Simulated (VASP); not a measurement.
Write the native input for VASP 6.6.1 that does the following.

| Quantity | Value |
| --- | --- |
| Task | single point |
| Functional | r2SCAN |
| Potentials or basis | VASP PAW PBE potentials, release 64 (Ag, I) |
| Cutoff | 550 eV |
| k mesh | 6 × 6 × 4 |
| Occupations | gaussian, width 0.01 eV |
| Spin | no spin polarisation |
| Dipole correction | no |
| Further INCAR settings | ALGO = Normal; EDIFF = 1e-06; NBANDS = 26 |

Crystal: AgI.

```
Ag I
1.0
     4.65074    0.00000    0.00000
    -2.32537    4.02766    0.00000
     0.00000    0.00000    7.59972
Ag I
2 2
Direct
  0.66667 0.33333 0.62752
  0.33333 0.66667 0.12752
  0.66667 0.33333 0.00248
  0.33333 0.66667 0.50248
```

These files were run (other wordings do the same):

POSCAR

```
AgI
1.0
    4.6507421231      0.0000000000      0.0000000000
   -2.3253710616      4.0276608251      0.0000000000
    0.0000000000      0.0000000000      7.5997163055
Ag I
2 2
Direct
    0.6666666667      0.3333333333      0.6275238171
    0.3333333333      0.6666666667      0.1275238171
    0.6666666667      0.3333333333      0.0024761829
    0.3333333333      0.6666666667      0.5024761829
```

INCAR.step1

```
SYSTEM = AgI
  ALGO = Normal
  EDIFF = 1E-5
  ENCUT = 550
  GGA = PE
  GGA_COMPAT = .False.
  ISMEAR = 0
  LASPH = .True.
  LCHARG = .False.
  LREAL = .False.
  LWAVE = .True.
  NBANDS = 26
  NELM = 120
  PREC = Accurate
  SIGMA = 0.01
```

INCAR.step2

```
SYSTEM = AgI
  ALGO = Normal
  EDIFF = 1E-6
  ENCUT = 550
  GGA_COMPAT = .False.
  ISIF = 2
  ISMEAR = 0
  ISTART = 1
  LASPH = .True.
  LCHARG = .False.
  LMIXTAU = .True.
  LREAL = .False.
  LWAVE = .False.
  METAGGA = R2SCAN
  NBANDS = 26
  NELM = 120
  PREC = Accurate
  SIGMA = 0.01
```

KPOINTS

```
k-points
0
Gamma
  6 6 4
  0 0 0
```

Potentials or basis: VASP PAW PBE potentials, release 64 (Ag, I).

Launch:

```console
$ cat potpaw_PBE.64/Ag/POTCAR potpaw_PBE.64/I/POTCAR > POTCAR
$ cp INCAR.step1 INCAR
$ mpirun -np 1 vasp_std > vasp.out
$ cp INCAR.step2 INCAR
$ mpirun -np 1 vasp_std > vasp.out
```

It gave:

```
Pressure               : -0.1 GPa
Band gap on the k mesh : 1.83 eV
```

Caveat: the PAW data sets were made with another functional, which shifts forces and pressure a little; spin-orbit coupling is left out, which moves the levels of the heavy elements.

Run time: 120 s on 1 thread of Intel(R) Xeon(R) 6975P-C (Granite Rapids), with other jobs on the host, peak memory 0.33 GiB.
